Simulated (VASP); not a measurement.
The system is K2Be.

```
CELL_PARAMETERS angstrom
-1.99576 1.99576 4.89586
1.99576 -1.99576 4.89586
1.99576 1.99576 -4.89586
ATOMIC_POSITIONS crystal
K 0.66500 0.66500 0.00000
K 0.33500 0.33500 0.00000
Be 0.00000 0.00000 0.00000
```

| Item | Value |
| --- | --- |
| Program | VASP 6.6.1 |
| Task | relaxation of cell and atoms |
| Functional | PBE |
| Potentials or basis | VASP PAW PBE potentials, release 64 (K_sv, Be) |
| Cutoff | 600 eV |
| k mesh | 6 × 6 × 6 |
| Occupations | gaussian, width 0.1 eV |
| Spin | no spin polarisation |

At the start: pressure 7.8 GPa; volume 26.00 Å³/atom.

Question: How do energy, volume and symmetry change on relaxing?

Answer: Over 23 steps the energy falls by 298.6 meV/atom and the volume is 44.47 Å³/atom (+71.0 %); space group I4/mmm (No. 139, to 0.1 Å) before and after.

Step by step:
```csv
step,energy change (eV),largest force (eV/Å),pressure (GPa),volume (Å³)
1,0.0000,0.4151,7.82,78.00
2,-0.5201,0.3538,3.31,93.22
3,-0.7439,0.2928,0.74,111.33
4,-0.7689,0.2695,0.11,119.28
5,-0.7707,0.2621,-0.07,122.02
6,-0.7792,0.2211,-0.05,121.89
7,-0.7943,0.0903,-0.01,121.48
8,-0.7959,0.0259,0.02,121.29
9,-0.8019,0.0216,0.02,121.35
10,-0.8185,0.0027,0.05,121.42
11,-0.8476,0.0470,0.27,120.96
12,-0.8313,0.2739,1.20,117.87
13,-0.8547,0.1567,0.68,119.73
14,-0.8594,0.1508,0.64,120.52
15,-0.8713,0.1336,0.53,122.82
16,-0.8857,0.1142,0.35,127.21
17,-0.8815,0.1180,0.12,135.16
18,-0.8883,0.1218,0.25,130.87
19,-0.8880,0.1222,0.22,131.81
20,-0.8909,0.1038,0.15,132.27
21,-0.8950,0.0505,-0.03,133.62
22,-0.8951,0.0417,-0.05,133.85
23,-0.8959,0.0360,-0.04,133.41
```

Final structure:
```xyz
3
Lattice="-2.0870 2.0870 7.6572 2.0870 -2.0870 7.6572 2.0870 2.0870 -7.6572" Properties=species:S:1:pos:R:3 pbc="T T T"
K     0.0000    0.0000    9.5747
K     0.0000    0.0000    5.7397
Be    0.0000    0.0000    0.0000
```

Caveat: the volume moved by over 15 % at a fixed basis, so the end points are rough.
